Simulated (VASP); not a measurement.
# In2B (R3m) in VASP: further runs

The runs below take In2B through single point, with PBE.

All numbers are computed with VASP 6.6.1; they aren't measurements. Logs are shortened: lines on timing, memory, paths and dates and some standing lists are left out, and cuts for length are marked.

## 1. The cell of the first run

Symmetry: R3m, No. 160, trigonal system. Conventional cell: a = 3.127 Å, b = 3.127 Å, c = 18.163 Å, α = 90.00°, β = 90.00°, γ = 120.00°. Within 3.2 Å of In (site symmetry 3m) lie 3 B at 2.34 Å and 7 In at 2.97 to 3.13 Å. In (site symmetry 3m) has 3 B at 2.34 Å and 7 In at 2.97 to 3.13 Å within 3.2 Å. Within 3.2 Å of B (site symmetry 3m) lie 6 In at 2.34 Å and 6 B at 3.13 Å.

## 2. Single point, PBE

INCAR reads:

```
PREC = Accurate
ENCUT = 520
EDIFF = 1E-6
ISMEAR = 0
SIGMA = 0.1
LREAL = False
LASPH = True
NELM = 100
ALGO = Normal
ISIF = 2
LWAVE = False
LCHARG = False
GGA = PE
NBANDS = 22
```

KPOINTS reads:

```
regular mesh
0
Gamma
  6 6 6
```

POSCAR reads:

```
In2B
1.0
    1.5636577283      0.9027782104      6.0542460434
   -1.5636577283      0.9027782104      6.0542460434
    0.0000000000     -1.8055564207      6.0542460434
In B
2 1
Direct
    0.7484000000      0.7484000000      0.7484000000
    0.5849000000      0.5849000000      0.5849000000
    0.0000000000      0.0000000000      0.0000000000
```

Potentials or basis: VASP PAW PBE potentials, release 64 (In_d, B).

Started as:

```console
$ cat potpaw_PBE.64/In_d/POTCAR potpaw_PBE.64/B/POTCAR > POTCAR
$ mpirun -np 1 vasp_std > vasp.out
```

OUTCAR:

```text
PREC = Accurate
   ENCUT = 520
   EDIFF = 1E-6
   ISMEAR = 0
   LREAL = False
   LASPH = True
   NELM = 100
   ISIF = 2
   GGA = PE

 ion  position               nearest neighbor table
   1  0.748  0.748  0.748-   3 2.34   3 2.34   3 2.34   2 2.97   2 3.57   2 3.57   2 3.57
   2  0.585  0.585  0.585-   3 2.34   3 2.34   3 2.34   1 2.97   1 3.57   1 3.57   1 3.57
   3  0.000  0.000  0.000-   1 2.34   1 2.34   1 2.34   2 2.34   2 2.34   2 2.34

  LATTYP: Found a trigonal (rhomboedric) cell.
 ALAT       =     6.3177471572
 COS(alpha) =     0.8774851014

  Lattice vectors:

 A1 = (   1.5636577283,   0.9027782104,   6.0542460434)
 A2 = (  -1.5636577283,   0.9027782104,   6.0542460434)
 A3 = (   0.0000000000,  -1.8055564207,   6.0542460434)

Analysis of symmetry for initial positions (statically):
=====================================================================
 Subroutine PRICEL returns:
 Original cell was already a primitive cell.

 Routine SETGRP: Setting up the symmetry group for a
 trigonal (rhombohedral) supercell.

 Subroutine GETGRP returns: Found  6 space group operations
 (whereof  6 operations were pure point group operations)
 out of a pool of 12 trial point group operations.

The static configuration has the point symmetry C_3v.

Analysis of symmetry for dynamics (positions and initial velocities):
=====================================================================
 Subroutine PRICEL returns:
 Original cell was already a primitive cell.

 Routine SETGRP: Setting up the symmetry group for a
 trigonal (rhombohedral) supercell.

 Subroutine GETGRP returns: Found  6 space group operations
 (whereof  6 operations were pure point group operations)
 out of a pool of 12 trial point group operations.

The dynamic configuration has the point symmetry C_3v.

 Subroutine INISYM returns: Found  6 space group operations
 (whereof  6 operations are pure point group operations),
 and found     1 'primitive' translations

----------------------------------------------------------------------------------------

                                     Primitive cell

  volume of cell :      51.2784

  direct lattice vectors                    reciprocal lattice vectors
     1.563657728  0.902778210  6.054246043     0.319763073  0.184615296  0.055057778
    -1.563657728  0.902778210  6.054246043    -0.319763073  0.184615296  0.055057778
     0.000000000 -1.805556421  6.054246043     0.000000000 -0.369230592  0.055057778

  length of vectors
     6.317747157  6.317747157  6.317747157     0.373312991  0.373312991  0.373312991

  position of ions in fractional coordinates (direct lattice)
     0.748400000  0.748400000  0.748400000
     0.584900000  0.584900000  0.584900000
     0.000000000  0.000000000  0.000000000

  ion indices of the primitive-cell ions
   primitive index   ion index
                 1           1
                 2           2
                 3           3

----------------------------------------------------------------------------------------

 KPOINTS: regular mesh

Automatic generation of k-mesh.
 Grid dimensions read from file:
 generate k-points for:    6    6    6

 Generating k-lattice:

  Cartesian coordinates                     Fractional coordinates (reciprocal lattice)
     0.053293845  0.030769216  0.009176296     0.166666667  0.000000000 -0.000000000
    -0.053293845  0.030769216  0.009176296     0.000000000  0.166666667 -0.000000000
     0.000000000 -0.061538432  0.009176296     0.000000000  0.000000000  0.166666667

  Length of vectors
     0.062218832  0.062218832  0.062218832

  Shift w.r.t. Gamma in fractional coordinates (k-lattice)
     0.000000000  0.000000000  0.000000000

 Subroutine IBZKPT returns following result:
 ===========================================

 Found     32 irreducible k-points:

 Following reciprocal coordinates:
            Coordinates               Weight
  0.000000  0.000000  0.000000      1.000000
  0.166667 -0.000000 -0.000000      6.000000
  0.333333 -0.000000  0.000000      6.000000
  0.500000 -0.000000 -0.000000      3.000000
  0.166667  0.166667 -0.000000      6.000000
  0.333333  0.166667 -0.000000     12.000000
[... 16 lines left out ...]
  0.500000  0.500000  0.166667      6.000000
 -0.333333  0.500000  0.166667     12.000000
 [... further k-points ...]
   k-points           NKPTS =     32   k-points in BZ     NKDIM =     32   number of bands    NBANDS=     22
   number of dos      NEDOS =    301   number of ions     NIONS =      3
   total plane-waves  NPLWV = 110592
   dimension x,y,z NGX =    48 NGY =   48 NGZ =   48
   dimension x,y,z NGXF=    96 NGYF=   96 NGZF=   96
   ions per type =               2   1
   NGX,Y,Z   is equivalent  to a cutoff of  12.63, 12.63, 12.63 a.u.
   NGXF,Y,Z  is equivalent  to a cutoff of  25.26, 25.26, 25.26 a.u.
 SYSTEM =  unknown system
   PREC   = accura    normal or accurate (medium, high low for compatibility)
   ISTART =      0    job   : 0-new  1-cont  2-samecut
   ICHARG =      2    charge: 1-file 2-atom 10-const
   ISPIN  =      1    spin polarized calculation?
   LNONCOLLINEAR =      F non collinear calculations
   LSORBIT =      F    spin-orbit coupling
   LASPH  =      T    aspherical Exc in radial PAW
   ENCUT  =  520.0 eV  38.22 Ry    6.18 a.u.  11.75 11.75 11.75*2*pi/ulx,y,z
   NELM   =    100;   NELMIN=  2; NELMDL= -5     # of ELM steps
   EDIFF  = 0.1E-05   stopping-criterion for ELM
   LREAL  =      F    real-space projection
   EDIFFG = 0.1E-04   stopping-criterion for IOM
   NSW    =      0    number of steps for IOM
   IBRION =     -1    ionic relax: 0-MD 1-quasi-New 2-CG
   NFREE  =      0    steps in history (QN), initial steepest desc. (CG)
   ISIF   =      2    stress and relaxation
   ISYM   =      2    0-nonsym 1-usesym 2-fastsym
   POTIM  = 0.5000    time-step for ionic-motion
   TEBEG  =    0.0;   TEEND  =   0.0 temperature during run
   PSTRESS=    0.0 pullay stress
   NELECT =      29.0000    total number of electrons
   NUPDOWN=      -1.0000    fix difference up-down
   EMIN   =  10.00;   EMAX   =-10.00  energy-range for DOS
   EFERMI =   0.00;   METHOD = LEGACY
   ISMEAR =     0;   SIGMA  =   0.10  broadening in eV -4-tet -1-fermi 0-gaus
   EFERMI_NEDOS =   21; number of points for ismear=-14 and -15
   IALGO  =     38    algorithm
   IMIX   =      4    mixing-type and parameters
     AMIX     =   0.40;   BMIX     =  1.00
     AMIX_MAG =   1.60;   BMIX_MAG =  1.00
  volume/ion in A,a.u.               =      17.09       115.35
  Fermi-wavevector in a.u.,A,eV,Ry     =   1.353826  2.558360 24.937363  1.832844
  Thomas-Fermi vector in A             =   2.481049
   LORBIT       =      0    0 simple, 1 ext, 2 COOP (PROOUT), +10 PAW based schemes
   GGA     = PE    functional components
   LHFCALC =     F    Hartree Fock is set to
   AEXX    =    0.0000 exact exchange contribution
   IVDW    =     0    specifies the selected vdW correction
   LEPSILON=     F    determine dielectric tensor
   LRPA    =     F    only Hartree local field effects (RPA)
 non-spin polarized calculation
 Gauss-broadening in eV      SIGMA  =   0.10
  energy-cutoff  :      520.00
  volume of cell :       51.28
 maximum number of plane-waves:      1390
   NGX = 23   NGY = 23   NGZ = 23

 number of electron      28.9999997 magnetization

 Free energy of the ion-electron system (eV)
  ---------------------------------------------------
  ext. energy  EPLUGINS =         0.00000000
  ---------------------------------------------------
  free energy    TOTEN  =        -8.41688328 eV

  energy without entropy =       -8.40773415  energy(sigma->0) =       -8.41230871

 E-fermi :   9.0278     XC(G=0): -11.1683

 val. band max:        8.9983178546   @ k =  -0.1667   0.5000   0.1667
 cond. band min:       9.0364655264   @ k =   0.3333   0.1667  -0.0000
 fundamental gap:      0.0381476718
 Fermi energy:         9.0278206756

 k-point     1 :       0.0000    0.0000    0.0000
  band No.  band energies     occupation
      1      -5.9967      2.00000
      2      -5.7646      2.00000
      3      -5.7646      2.00000
      4      -5.7112      2.00000
      5      -5.7112      2.00000
      6      -5.7010      2.00000
[... 14 lines left out ...]
     21      19.9822      0.00000
     22      20.8096      0.00000

 k-point     2 :       0.1667   -0.0000   -0.0000
  band No.  band energies     occupation
      1      -5.9421      2.00000
      2      -5.8303      2.00000
      3      -5.7872      2.00000
      4      -5.6555      2.00000
      5      -5.6424      2.00000
      6      -5.5934      2.00000
[... 14 lines left out ...]
     21      19.0804      0.00000
     22      19.7221      0.00000

 k-point     3 :       0.3333   -0.0000    0.0000
  band No.  band energies     occupation
      1      -6.0670      2.00000
      2      -5.9379      2.00000
      3      -5.8810      2.00000
      4      -5.7456      2.00000
      5      -5.5850      2.00000
      6      -5.5455      2.00000
[... 14 lines left out ...]
     21      18.3928      0.00000
     22      19.7687      0.00000

 k-point     4 :       0.5000   -0.0000   -0.0000
  band No.  band energies     occupation
      1      -6.1731      2.00000
      2      -6.0113      2.00000
      3      -5.9476      2.00000
      4      -5.7161      2.00000
      5      -5.5997      2.00000
      6      -5.5872      2.00000
[... 14 lines left out ...]
     21      18.0729      0.00000
     22      19.2819      0.00000

 k-point     5 :       0.1667    0.1667   -0.0000
  band No.  band energies     occupation
      1      -5.9472      2.00000
      2      -5.8245      2.00000
      3      -5.7805      2.00000
      4      -5.6543      2.00000
      5      -5.6281      2.00000
      6      -5.5939      2.00000
[... 417 lines left out ...]
 k-point    22 :      -0.1667    0.3333    0.1667
  band No.  band energies     occupation
      1      -6.0758      2.00000
      2      -5.8701      2.00000
      3      -5.8367      2.00000
      4      -5.7349      2.00000
      5      -5.6308      2.00000
      6      -5.6034      2.00000
[... 14 lines left out ...]
     21      17.4928      0.00000
     22      18.1229      0.00000

 k-point    23 :       0.5000    0.5000    0.1667
  band No.  band energies     occupation
      1      -6.0759      2.00000
      2      -5.9154      2.00000
      3      -5.8801      2.00000
      4      -5.6952      2.00000
      5      -5.6371      2.00000
      6      -5.5823      2.00000
[... 14 lines left out ...]
     21      18.1874      0.00000
     22      18.6712      0.00000

 k-point    24 :      -0.3333    0.5000    0.1667
  band No.  band energies     occupation
      1      -6.0727      2.00000
      2      -5.8659      2.00000
      3      -5.8407      2.00000
      4      -5.7425      2.00000
      5      -5.6566      2.00000
      6      -5.5966      2.00000
[... 14 lines left out ...]
     21      17.6053      0.00000
     22      18.7399      0.00000

 [... further k-points ...]

------------------------ aborting loop because EDIFF is reached ----------------------------------------

  FORCE on cell =-STRESS in cart. coord.  units (eV):
  Direction    XX          YY          ZZ          XY          YZ          ZX
  --------------------------------------------------------------------------------------
  -------------------------------------------------------------------------------------
  Total        7.9271315      7.9271315      3.9856925      0.0000000      0.0000000      0.0000000
  in kB      247.6809277    247.6809277    124.5318060      0.0000000      0.0000000      0.0000000
  external PRESSURE =     206.6312205 kB  Pullay stress =       0.0000000 kB

 VOLUME and BASIS-vectors are now :
 -----------------------------------------------------------------------------
  energy-cutoff  :      520.00
  volume of cell :       51.28
      direct lattice vectors                 reciprocal lattice vectors
     1.563657728  0.902778210  6.054246043     0.319763073  0.184615296  0.055057778
    -1.563657728  0.902778210  6.054246043    -0.319763073  0.184615296  0.055057778
     0.000000000 -1.805556421  6.054246043     0.000000000 -0.369230592  0.055057778

 POSITION                                       TOTAL-FORCE (eV/Angst)
 -----------------------------------------------------------------------------------
      0.00000      0.00000     13.59299         0.000000      0.000000      2.121288
      0.00000      0.00000     10.62339         0.000000     -0.000000     -2.186735
      0.00000      0.00000      0.00000         0.000000      0.000000      0.065447
 -----------------------------------------------------------------------------------
    total drift:                                0.000000     -0.000000     -0.000724

  FREE ENERGIE OF THE ION-ELECTRON SYSTEM (eV)
  ---------------------------------------------------
  free  energy   TOTEN  =        -8.4168832777 eV

  energy  without entropy=       -8.4077341467  energy(sigma->0) =       -8.41230871
```

It took 66 s on 1 thread of Intel Xeon 6975P-C (Granite Rapids), shared host; peak memory 0.31 GiB.

What came out:

```yaml
Free_energy: -8.4169 eV
Pressure: 20.7 GPa
Largest_force: 2.187 eV/Å
Band_gap_on_the_k_mesh: zero (an odd number of electrons rules out a gap without spin polarisation)
```

Forces on the atoms (eV/Å):
```
In   0.000  0.000  2.121
In   0.000  0.000 -2.187
B    0.000  0.000  0.065
```

Stress tensor (GPa, compression positive):
```
24.77  0.00  0.00
 0.00 24.77  0.00
 0.00  0.00 12.45
```

Caveat: the k points lie up to 0.39 Å⁻¹ apart, too coarse for converged energies and pressures of a metal; spin-orbit coupling is left out, which moves the levels of the heavy elements; forces of over 1 eV/Å act on the atoms, so gaps and moduli don't describe the material at rest.

## 3. Single point, PBE

This run uses another cell than the first one, of 20.15 Å³/atom.

INCAR reads:

```
PREC = Accurate
ENCUT = 520
EDIFF = 1E-6
ISMEAR = 0
SIGMA = 0.1
LREAL = False
LASPH = True
NELM = 100
ALGO = Fast
ISIF = 2
LWAVE = False
LCHARG = True
GGA = PE
LELF = True
LVHAR = True
NBANDS = 22
```

KPOINTS reads:

```
regular mesh
0
Gamma
  15 15 15
```

POSCAR reads:

```
In2B
1.0
    1.7502326875      1.0104973132      5.6960216871
   -1.7502326875      1.0104973132      5.6960216871
    0.0000000000     -2.0209946265      5.6960216871
In B
2 1
Direct
    0.2432078819      0.2432078819      0.2432078819
    0.4235368236      0.4235368236      0.4235368236
    0.9999552944      0.9999552944      0.9999552944
```

Potentials or basis: VASP PAW PBE potentials, release 64 (In_d, B).

Started as:

```console
$ cat potpaw_PBE.64/In_d/POTCAR potpaw_PBE.64/B/POTCAR > POTCAR
$ mpirun -np 1 vasp_std > vasp.out
```

It took 13 min on 1 thread of Intel Xeon 6975P-C (Granite Rapids), shared host; peak memory 0.62 GiB.

The run converged. Its results:

* Free energy: -9.3620 eV
* Pressure: 0.0 GPa
* Largest force: 0.004 eV/Å
* Band gap on the k mesh: zero (an odd number of electrons rules out a gap without spin polarisation)

Forces in eV/Å, atoms in the order of the input:
```
In   0.000  0.000 -0.003
In   0.000  0.000 -0.002
B    0.000  0.000  0.004
```

Levels at points of the mesh, in eV from the Fermi level:
```
           k point  band 11  band 12  band 13  band 14  band 15  band 16  band 17  band 18
(0.00, 0.00, 0.00)   -10.48    -5.49    -5.03     2.04     2.04     4.84     5.84     7.93
```

Caveat: spin-orbit coupling is left out, which moves the levels of the heavy elements.
